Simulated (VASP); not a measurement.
# BaTiO3: electric field gradients with PBEsol

The system is BaTiO3.

```
Ba Ti O
1.0
     3.98410    0.00000    0.00000
     0.00000    2.83705    2.93117
     0.00000   -2.83705    2.93117
Ba Ti O
1 1 3
Direct
  0.00000 0.00000 0.00000
  0.50000 0.50790 0.50790
  0.00000 0.49210 0.49210
  0.50000 0.50251 0.99371
  0.50000 0.99371 0.50251
```

This cell differs from its parent crystal: zz strain of +3 %.

| Item | Value |
| --- | --- |
| Program | VASP 6.6.1 |
| Task | electric field gradients |
| Functional | PBEsol |
| Potentials or basis | VASP PAW PBE potentials, release 64 (Ba_sv, Ti_sv, O) |
| Cutoff | 520 eV |
| k mesh | 8 × 8 × 8 |
| Occupations | fermi-dirac, width 0.05 eV |
| Spin | no spin polarisation |
| Dipole correction | no |
| Further INCAR settings | ALGO = Normal; EDIFF = 1e-08; NBANDS = 28 |

* Pressure: -7.0 GPa
* Largest force: 0.375 eV/Å
* Band gap on the k mesh: 1.61 eV (least direct gap 1.77 eV)
* Largest electric field gradient by atom: Ba -17.2; Ti -18.2; O +20.5, +28.0 (each value once) V/Å²

Forces in eV/Å, atoms in the order of the input:
```
Ba   0.000  0.000  0.096
Ti   0.000  0.000  0.375
O    0.000  0.000  0.084
O    0.000  0.092 -0.278
O    0.000 -0.092 -0.278
```

Stress tensor (GPa, compression positive):
```
 -4.77   0.00   0.00
  0.00  -4.39   0.00
  0.00   0.00 -11.79
```

Levels at points of the mesh, in eV from the valence-band top:
| k point | band 17 | band 18 | band 19 | band 20 | band 21 | band 22 | band 23 | band 24 |
| --- | --- | --- | --- | --- | --- | --- | --- | --- |
| (0.00, 0.00, 0.00) | -1.07 | -0.34 | -0.30 | -0.16 | 1.61 | 1.65 | 1.81 | 3.67 |
| (0.50, 0.00, 0.00) | -1.90 | -1.89 | -0.96 | -0.66 | 1.81 | 3.43 | 3.44 | 3.66 |
| (0.00, 0.50, 0.00) | -1.79 | -1.70 | -0.82 | -0.76 | 1.85 | 3.26 | 3.28 | 3.78 |
| (0.50, 0.50, 0.00) | -1.78 | -0.89 | -0.89 | -0.11 | 3.26 | 3.44 | 3.76 | 4.42 |
| (0.00, 0.50, 0.50) | -1.77 | -1.10 | -0.99 | -0.17 | 3.24 | 3.33 | 3.64 | 4.67 |
| (0.50, 0.50, 0.50) | -2.34 | -0.07 | -0.05 | 0.00 | 3.89 | 3.97 | 4.00 | 6.32 |

Electric field gradients, principal values (V/Å²):
| atom | least | middle | greatest (by size) |
| --- | --- | --- | --- |
| 1 Ba | 1.229 | 16.018 | -17.248 |
| 2 Ti | 3.922 | 14.284 | -18.206 |
| 3 O | -8.991 | -11.526 | 20.517 |
| 4 O | -11.366 | -16.650 | 28.016 |
| 5 O | -11.366 | -16.650 | 28.016 |

It took 5.3 min on 1 thread of AMD EPYC 7R43 64-Core Processor (Zen 3), with other jobs on the host, peak memory 0.27 GiB.

Caveat: the cell differs from its parent crystal (zz strain of +3 %); the stress differs along the axes, from -12 to -4 GPa; without QUAD_EFG the Cq values of the log hold for a quadrupole moment of 1 mb, not for the nuclei; the PAW data sets were made with another functional, which shifts forces and pressure a little; spin-orbit coupling is left out, which moves the levels of the heavy elements. A k mesh can miss the band edges.
